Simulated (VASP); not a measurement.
# Hg (P6_3/mmc) in VASP: single point with PBE+D3(BJ)

Aim: the single point of Hg with PBE+D3(BJ).

All numbers are computed with VASP 6.6.1; they aren't measurements. Logs are shortened: lines on timing, memory, paths and dates and some standing lists are left out, and cuts for length are marked.

**1. The cell of the first run**

Symmetry: P6_3/mmc, No. 194, hexagonal system. The conventional cell has a = 3.462 Å, b = 3.462 Å, c = 5.488 Å, α = 90.00°, β = 90.00°, γ = 120.00°. Hg (site symmetry -6m2) has 12 Hg at 3.39 to 3.46 Å within 4.5 Å.

**2. Single point, PBE+D3(BJ)**

INCAR reads:

```
PREC = Accurate
ENCUT = 500
EDIFF = 1E-6
ISMEAR = 0
SIGMA = 0.1
LREAL = F
LASPH = T
NELM = 120
ALGO = Normal
ISIF = 2
LWAVE = F
LCHARG = F
GGA = PE
IVDW = 12
NBANDS = 19
GGA_COMPAT = F
```

KPOINTS reads:

```
regular mesh
0
Gamma
  6 6 4
```

POSCAR reads:

```
Hg
1.0
    3.4618096384      0.0000000000      0.0000000000
   -1.7309048192      2.9980150899      0.0000000000
    0.0000000000      0.0000000000      5.4875482800
Hg
2
Direct
    0.6666666700      0.3333333300      0.7500000000
    0.3333333300      0.6666666700      0.2500000000
```

Potentials or basis: VASP PAW PBE potentials, release 64 (Hg).

Run with:

```bash
cat potpaw_PBE.64/Hg/POTCAR > POTCAR
mpirun -np 1 vasp_std > vasp.out
```

OUTCAR:

```text
PREC = Accurate
   ENCUT = 500
   EDIFF = 1E-6
   ISMEAR = 0
   LREAL = F
   LASPH = T
   NELM = 120
   ISIF = 2
   GGA = PE
   IVDW = 12
 IVDW          = 12

 ion  position               nearest neighbor table
   1  0.667  0.333  0.750-   2 3.39   2 3.39   2 3.39   2 3.39   2 3.39   2 3.39
   2  0.333  0.667  0.250-   1 3.39   1 3.39   1 3.39   1 3.39   1 3.39   1 3.39

  LATTYP: Found a hexagonal cell.
 ALAT       =     3.4618096384
 C/A-ratio  =     1.5851675433

  Lattice vectors:

 A1 = (   3.4618096384,   0.0000000000,   0.0000000000)
 A2 = (  -1.7309048192,   2.9980150899,   0.0000000000)
 A3 = (   0.0000000000,   0.0000000000,   5.4875482800)

Analysis of symmetry for initial positions (statically):
=====================================================================
 Subroutine PRICEL returns:
 Original cell was already a primitive cell.

 Routine SETGRP: Setting up the symmetry group for a
 hexagonal supercell.

 Subroutine GETGRP returns: Found 24 space group operations
 (whereof 12 operations were pure point group operations)
 out of a pool of 24 trial point group operations.

The static configuration has the point symmetry D_3d.
 The point group associated with its full space group is D_6h.

Analysis of symmetry for dynamics (positions and initial velocities):
=====================================================================
 Subroutine PRICEL returns:
 Original cell was already a primitive cell.

 Routine SETGRP: Setting up the symmetry group for a
 hexagonal supercell.

 Subroutine GETGRP returns: Found 24 space group operations
 (whereof 12 operations were pure point group operations)
 out of a pool of 24 trial point group operations.

The dynamic configuration has the point symmetry D_3d.
 The point group associated with its full space group is D_6h.

 Subroutine INISYM returns: Found 24 space group operations
 (whereof 12 operations are pure point group operations),
 and found     1 'primitive' translations

----------------------------------------------------------------------------------------

                                     Primitive cell

  volume of cell :      56.9528

  direct lattice vectors                    reciprocal lattice vectors
     3.461809638  0.000000000  0.000000000     0.288866259  0.166777012  0.000000000
[... 77 lines left out ...]
   LNONCOLLINEAR =      F non collinear calculations
   LSORBIT =      F    spin-orbit coupling
   LASPH  =      T    aspherical Exc in radial PAW
   ENCUT  =  500.0 eV  36.75 Ry    6.06 a.u.   6.31  6.31 10.01*2*pi/ulx,y,z
   NELM   =    120;   NELMIN=  2; NELMDL= -5     # of ELM steps
   EDIFF  = 0.1E-05   stopping-criterion for ELM
   LREAL  =      F    real-space projection
   EDIFFG = 0.1E-04   stopping-criterion for IOM
   NSW    =      0    number of steps for IOM
   IBRION =     -1    ionic relax: 0-MD 1-quasi-New 2-CG
   NFREE  =      0    steps in history (QN), initial steepest desc. (CG)
   ISIF   =      2    stress and relaxation
   ISYM   =      2    0-nonsym 1-usesym 2-fastsym
   POTIM  = 0.5000    time-step for ionic-motion
   TEBEG  =    0.0;   TEEND  =   0.0 temperature during run
   PSTRESS=    0.0 pullay stress
   NELECT =      24.0000    total number of electrons
   NUPDOWN=      -1.0000    fix difference up-down
   EMIN   =  10.00;   EMAX   =-10.00  energy-range for DOS
   EFERMI =   0.00;   METHOD = LEGACY
   ISMEAR =     0;   SIGMA  =   0.10  broadening in eV -4-tet -1-fermi 0-gaus
   EFERMI_NEDOS =   21; number of points for ismear=-14 and -15
   IALGO  =     38    algorithm
   IMIX   =      4    mixing-type and parameters
     AMIX     =   0.40;   BMIX     =  1.00
     AMIX_MAG =   1.60;   BMIX_MAG =  1.00
  volume/ion in A,a.u.               =      28.48       192.17
  Fermi-wavevector in a.u.,A,eV,Ry     =   1.227364  2.319382 20.496128  1.506423
  Thomas-Fermi vector in A             =   2.362330
   LORBIT       =      0    0 simple, 1 ext, 2 COOP (PROOUT), +10 PAW based schemes
   GGA     = PE    functional components
   LHFCALC =     F    Hartree Fock is set to
   AEXX    =    0.0000 exact exchange contribution
   IVDW    =    12    specifies the selected vdW correction
   LEPSILON=     F    determine dielectric tensor
   LRPA    =     F    only Hartree local field effects (RPA)
 non-spin polarized calculation
 Gauss-broadening in eV      SIGMA  =   0.10
  energy-cutoff  :      500.00
  volume of cell :       56.95
 maximum number of plane-waves:      1461
 NGX is ok and might be reduce to    28
   NGX = 13   NGY = 13   NGZ = 21

 number of electron      24.0000000 magnetization

 Free energy of the ion-electron system (eV)
  ---------------------------------------------------
  ext. energy  EPLUGINS =         0.00000000
  ---------------------------------------------------
  free energy    TOTEN  =        -0.33866882 eV

  energy without entropy =       -0.33702310  energy(sigma->0) =       -0.33784596

 E-fermi :   0.8452     XC(G=0):  -9.8310

 val. band max:        0.7718792099   @ k =   0.3333   0.0000   0.0000
 cond. band min:       1.3659226781   @ k =   0.5000   0.0000   0.5000
 fundamental gap:      0.5940434683
 Fermi energy:         0.8452389190

 k-point     1 :       0.0000    0.0000    0.0000
  band No.  band energies     occupation
      1      -6.2282      2.00000
      2      -5.6485      2.00000
      3      -5.0044      2.00000
      4      -5.0021      2.00000
      5      -5.0021      2.00000
      6      -4.9049      2.00000
[... 439 lines left out ...]
      6      -4.8219      2.00000
[... 11 lines left out ...]
     18      11.8575      0.00000
     19      14.7732      0.00000

------------------------ aborting loop because EDIFF is reached ----------------------------------------

 Edisp (eV)   -0.73635

 E8    (eV) :    -0.3349

  FORCE on cell =-STRESS in cart. coord.  units (eV):
  Direction    XX          YY          ZZ          XY          YZ          ZX
  --------------------------------------------------------------------------------------
  -------------------------------------------------------------------------------------
  Total      -0.30229    -0.30229    -0.20364     0.00000     0.00000     0.00000
  in kB      -8.50392    -8.50392    -5.72862     0.00000     0.00000     0.00000
  external pressure =       -7.58 kB  Pullay stress =        0.00 kB

 VOLUME and BASIS-vectors are now :
 -----------------------------------------------------------------------------
  energy-cutoff  :      500.00
  volume of cell :       56.95
      direct lattice vectors                 reciprocal lattice vectors
     3.461809638  0.000000000  0.000000000     0.288866259  0.166777012  0.000000000
    -1.730904819  2.998015090  0.000000000     0.000000000  0.333554025  0.000000000
     0.000000000  0.000000000  5.487548280     0.000000000  0.000000000  0.182230743

 POSITION                                       TOTAL-FORCE (eV/Angst)
 -----------------------------------------------------------------------------------
      1.73090      0.99934      4.11566        -0.000000      0.000000      0.000000
     -0.00000      1.99868      1.37189         0.000000      0.000000      0.000000
 -----------------------------------------------------------------------------------
    total drift:                               -0.000003      0.000001     -0.000000

  FREE ENERGIE OF THE ION-ELECTRON SYSTEM (eV)
  ---------------------------------------------------
  free  energy   TOTEN  =        -1.0750223535 eV

  energy  without entropy=       -1.0733766337  energy(sigma->0) =       -1.07419949
```

OSZICAR:

```text
N       E                     dE             d eps       ncg     rms          rms(c)
DAV:   1     0.173417586137E+03    0.17342E+03   -0.11910E+04   798   0.115E+03
DAV:   2     0.393871111407E+01   -0.16948E+03   -0.16213E+03   834   0.305E+02
DAV:   3    -0.358428903520E+00   -0.42971E+01   -0.42868E+01   947   0.534E+01
DAV:   4    -0.365553988823E+00   -0.71251E-02   -0.71244E-02   837   0.214E+00
DAV:   5    -0.365567430982E+00   -0.13442E-04   -0.13442E-04   870   0.879E-02    0.276E+00
DAV:   6    -0.339709150090E+00    0.25858E-01   -0.65560E-02   868   0.254E+00    0.217E+00
DAV:   7    -0.338463809729E+00    0.12453E-02   -0.11968E-02   861   0.906E-01    0.889E-01
DAV:   8    -0.338622493479E+00   -0.15868E-03   -0.16476E-03   819   0.435E-01    0.472E-02
DAV:   9    -0.338645277519E+00   -0.22784E-04   -0.17062E-05   893   0.389E-02    0.159E-02
DAV:  10    -0.338668850661E+00   -0.23573E-04   -0.27275E-05   810   0.393E-02    0.229E-03
DAV:  11    -0.338668815076E+00    0.35584E-07   -0.18470E-07   497   0.317E-03
   1 F= -.10750224E+01 E0= -.10741995E+01  d E =-.164572E-02
```

Wall time 23 s (1 thread of Intel Xeon 8259CL, shared host); peak memory 0.19 GiB.

What came out:

- Free energy: -1.0750 eV
- Pressure: -0.8 GPa
- Band gap on the k mesh: zero (band 12 reaches 0.77 eV, above the bottom of band 13 at 0.69 eV)
- Dispersion energy per atom: -0.368 eV

Stress tensor (GPa, compression positive):
```
-0.85  0.00  0.00
 0.00 -0.85  0.00
 0.00  0.00 -0.57
```

Caveat: spin-orbit coupling is left out, which moves the levels of the heavy elements; pairwise dispersion overbinds metals, which lowers pressure and volume.
